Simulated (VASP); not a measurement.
# CoAgS2 (P4/mmm) in VASP: single point with PBE

Aim: the single point of CoAgS2 with PBE.

Everything below comes from runs of VASP 6.6.1. Logs are shortened: lines on timing, memory, paths and dates and some standing lists are left out, and cuts for length are marked.

### Step 1. The cell of the first run

It takes space group P4/mmm (No. 123, tetragonal). Conventional cell: a = 4.871 Å, b = 4.871 Å, c = 2.695 Å, α = 90.00°, β = 90.00°, γ = 90.00°. Within 3.2 Å of Co (site symmetry 4/mmm) lie 4 S at 2.44 Å and 2 Co at 2.70 Å. Ag (site symmetry 4/mmm) has 2 Ag at 2.70 Å and 8 S at 2.78 Å within 3.6 Å. S (site symmetry mmm) has 2 Co at 2.44 Å and 2 S at 2.70 Å and 4 Ag at 2.78 Å within 3.2 Å.

### Step 2. Single point, PBE, collinear spin, ferromagnetic start

File INCAR:

```
ALGO = Normal ; EDIFF = 1E-7
ENCUT = 520 ; GGA = PE
ISIF = 2 ; ISMEAR = 0
ISPIN = 2 ; LASPH = T
LCHARG = F ; LMAXMIX = 4
LORBIT = 11 ; LREAL = F
LWAVE = F ; MAGMOM = 3 0 0 0
NBANDS = 28 ; NELM = 150
PREC = Accurate ; SIGMA = 0.1
```

File KPOINTS:

```
k-points
0
Gamma
  4 4 6
```

File POSCAR:

```
CoAgS2
1.0
    4.8712144100      0.0000000000      0.0000000000
    0.0000000000      4.8712144100      0.0000000000
    0.0000000000      0.0000000000      2.6952184200
Co Ag S
1 1 2
Direct
    0.0000000000      0.0000000000      0.0000000000
    0.5000000000      0.5000000000      0.5000000000
    0.5000000000      0.0000000000      0.0000000000
    0.0000000000      0.5000000000      0.0000000000
```

Potentials or basis: VASP PAW PBE potentials, release 64 (Co, Ag, S).

Launch:

```sh
$ cat potpaw_PBE.64/Co/POTCAR potpaw_PBE.64/Ag/POTCAR potpaw_PBE.64/S/POTCAR > POTCAR
$ mpirun -np 1 vasp_std > vasp.out
```

OUTCAR:

```text
EDIFF = 1E-7
   ENCUT = 520
   GGA = PE
   ISIF = 2
   ISMEAR = 0
   ISPIN = 2
   LASPH = T
   LORBIT = 11
   LREAL = F
   NELM = 150
   PREC = Accurate

 ion  position               nearest neighbor table
   1  0.000  0.000  0.000-   3 2.44   4 2.44   4 2.44   3 2.44
   2  0.500  0.500  0.500-   3 2.78   4 2.78   3 2.78   4 2.78   3 2.78   3 2.78   4 2.78   4 2.78

   3  0.500  0.000  0.000-   1 2.44   1 2.44   2 2.78   2 2.78   2 2.78   2 2.78
   4  0.000  0.500  0.000-   1 2.44   1 2.44   2 2.78   2 2.78   2 2.78   2 2.78

  LATTYP: Found a simple tetragonal cell.
 ALAT       =     4.8712144100
 C/A-ratio  =     0.5532949678

  Lattice vectors:

 A1 = (   4.8712144100,   0.0000000000,   0.0000000000)
 A2 = (   0.0000000000,   4.8712144100,   0.0000000000)
 A3 = (   0.0000000000,   0.0000000000,   2.6952184200)

Analysis of symmetry for initial positions (statically):
=====================================================================
 Subroutine PRICEL returns:
 Original cell was already a primitive cell.

 Routine SETGRP: Setting up the symmetry group for a
 simple tetragonal supercell.

 Subroutine GETGRP returns: Found 16 space group operations
 (whereof 16 operations were pure point group operations)
 out of a pool of 16 trial point group operations.

The static configuration has the point symmetry D_4h.

Analysis of symmetry for dynamics (positions and initial velocities):
=====================================================================
 Subroutine PRICEL returns:
 Original cell was already a primitive cell.

 Routine SETGRP: Setting up the symmetry group for a
 simple tetragonal supercell.

 Subroutine GETGRP returns: Found 16 space group operations
 (whereof 16 operations were pure point group operations)
 out of a pool of 16 trial point group operations.

The dynamic configuration has the point symmetry D_4h.

Analysis of structural, dynamic, and magnetic symmetry:
=====================================================================
 Subroutine PRICEL returns:
 Original cell was already a primitive cell.

 Routine SETGRP: Setting up the symmetry group for a
 simple tetragonal supercell.

 Subroutine GETGRP returns: Found 16 space group operations
 (whereof 16 operations were pure point group operations)
 out of a pool of 16 trial point group operations.

The overall configuration has the point symmetry D_4h.

 Subroutine INISYM returns: Found 16 space group operations
[... 125 lines left out ...]
   GGA     = PE    functional components
   LHFCALC =     F    Hartree Fock is set to
   AEXX    =    0.0000 exact exchange contribution
   IVDW    =     0    specifies the selected vdW correction
   LEPSILON=     F    determine dielectric tensor
   LRPA    =     F    only Hartree local field effects (RPA)
 spin polarized calculation
 Gauss-broadening in eV      SIGMA  =   0.10
  energy-cutoff  :      520.00
  volume of cell :       63.95
 maximum number of plane-waves:      1748
   NGX = 19   NGY = 19   NGZ = 11

 number of electron      31.9999980 magnetization       1.5479242

 Free energy of the ion-electron system (eV)
  ---------------------------------------------------
  ext. energy  EPLUGINS =         0.00000000
  ---------------------------------------------------
  free energy    TOTEN  =       -16.49247970 eV

  energy without entropy =      -16.47700591  energy(sigma->0) =      -16.48474280

 E-fermi :   7.5195     XC(G=0): -11.3910

 val. band max:        7.5161811214   @ k =   0.2500   0.0000   0.0000
 cond. band min:       7.5200839881   @ k =   0.2500   0.2500   0.0000
 fundamental gap:      0.0039028666
 Fermi energy:         7.5194713209

 spin component 1

 k-point     1 :       0.0000    0.0000    0.0000
  band No.  band energies     occupation
      1      -7.3825      1.00000
      2      -6.1359      1.00000
      3       1.7482      1.00000
      4       1.9491      1.00000
      5       1.9491      1.00000
      6       3.1638      1.00000
[... 733 lines left out ...]
     27      18.3966      0.00000
     28      19.2885      0.00000
 Fermi energy:         7.5194713209

 spin component 2

 k-point     1 :       0.0000    0.0000    0.0000
  band No.  band energies     occupation
      1      -7.3864      1.00000
      2      -6.1354      1.00000
      3       1.7461      1.00000
      4       1.9532      1.00000
      5       1.9532      1.00000
      6       3.1849      1.00000
[... 733 lines left out ...]
     27      18.4094      0.00000
     28      19.3511      0.00000

------------------------ aborting loop because EDIFF is reached ----------------------------------------

  FORCE on cell =-STRESS in cart. coord.  units (eV):
  Direction    XX          YY          ZZ          XY          YZ          ZX
  --------------------------------------------------------------------------------------
  -------------------------------------------------------------------------------------
  Total       -1.8806360     -1.8806360      3.2006719      0.0000000      0.0000000      0.0000000
  in kB      -47.1136634    -47.1136634     80.1831820      0.0000000      0.0000000      0.0000000
  external PRESSURE =      -4.6813816 kB  Pullay stress =       0.0000000 kB

 VOLUME and BASIS-vectors are now :
 -----------------------------------------------------------------------------
  energy-cutoff  :      520.00
  volume of cell :       63.95
      direct lattice vectors                 reciprocal lattice vectors
     4.871214410  0.000000000  0.000000000     0.205287617  0.000000000  0.000000000
     0.000000000  4.871214410  0.000000000     0.000000000  0.205287617  0.000000000
     0.000000000  0.000000000  2.695218420     0.000000000  0.000000000  0.371027443

 POSITION                                       TOTAL-FORCE (eV/Angst)
 -----------------------------------------------------------------------------------
      0.00000      0.00000      0.00000         0.000000      0.000000      0.000000
      2.43561      2.43561      1.34761         0.000000      0.000000      0.000000
      2.43561      0.00000      0.00000         0.000000      0.000000      0.000000
      0.00000      2.43561      0.00000         0.000000      0.000000      0.000000
 -----------------------------------------------------------------------------------
    total drift:                                0.000000      0.000000      0.000000

  FREE ENERGIE OF THE ION-ELECTRON SYSTEM (eV)
  ---------------------------------------------------
  free  energy   TOTEN  =       -16.4924796977 eV

  energy  without entropy=      -16.4770059082  energy(sigma->0) =      -16.48474280

 total charge

# of ion       s       p       d       tot
------------------------------------------
    1        0.338   0.280   7.293   7.911
    2        0.322   0.273   9.233   9.828
    3        1.378   2.223   0.000   3.602
    4        1.378   2.223   0.000   3.602
--------------------------------------------------
tot          3.417   4.999  16.526  24.942

 magnetization (x)

# of ion       s       p       d       tot
------------------------------------------
    1        0.014   0.017   1.549   1.580
    2       -0.000   0.002  -0.009  -0.008
    3        0.005  -0.021   0.000  -0.015
    4        0.005  -0.021   0.000  -0.015
--------------------------------------------------
tot          0.024  -0.022   1.540   1.542
```

OSZICAR:

```text
N       E                     dE             d eps       ncg     rms          rms(c)
DAV:   1     0.214563468088E+03    0.21456E+03   -0.13836E+04  2688   0.112E+03
[... 11 lines left out ...]
DAV:  13    -0.164926369880E+02    0.22709E-03   -0.29907E-03  3740   0.442E-01    0.177E-01
DAV:  14    -0.164925098248E+02    0.12716E-03   -0.42665E-04  3760   0.198E-01    0.100E-01
DAV:  15    -0.164924774133E+02    0.32411E-04   -0.94516E-05  3752   0.115E-01    0.428E-02
DAV:  16    -0.164924924107E+02   -0.14997E-04   -0.23058E-05  3528   0.313E-02    0.475E-02
DAV:  17    -0.164924809109E+02    0.11500E-04   -0.10024E-05  3564   0.418E-02    0.176E-02
DAV:  18    -0.164924797269E+02    0.11840E-05   -0.27573E-06  3624   0.132E-02    0.640E-03
DAV:  19    -0.164924796977E+02    0.29191E-07   -0.27742E-07  2400   0.369E-03
   1 F= -.16492480E+02 E0= -.16484743E+02  d E =-.154738E-01  mag=     1.5477
```

stdout:

```text
POSCAR found type information on POSCAR CoAgS
 POSCAR found :  3 types and       4 ions
 scaLAPACK will be used
 LDA part: xc-table for (Slater+PW92), standard interpolation
 POSCAR, INCAR and KPOINTS ok, starting setup
 FFT: planning ... GRIDC
 FFT: planning ... GRID_SOFT
 FFT: planning ... GRID
 WAVECAR not read
 entering main loop
```

Wall time 1.9 min (1 thread of Oxide Virtual Turin-like, shared host); peak memory 0.19 GiB.

Results:

| Quantity | Value |
| --- | --- |
| Free energy | -16.4925 eV |
| Pressure | -0.5 GPa |
| Net moment | 1.55 μB per cell |
| Site moments | Co +1.58; Ag -0.01; S -0.01 μB |
| Valence electrons inside the program's atomic spheres | Co 7.91; Ag 9.83; S 3.60 |

Caveat: the k points lie up to 0.39 Å⁻¹ apart; a cell with one magnetic atom can't hold antiferromagnetic order, which such compounds often take.
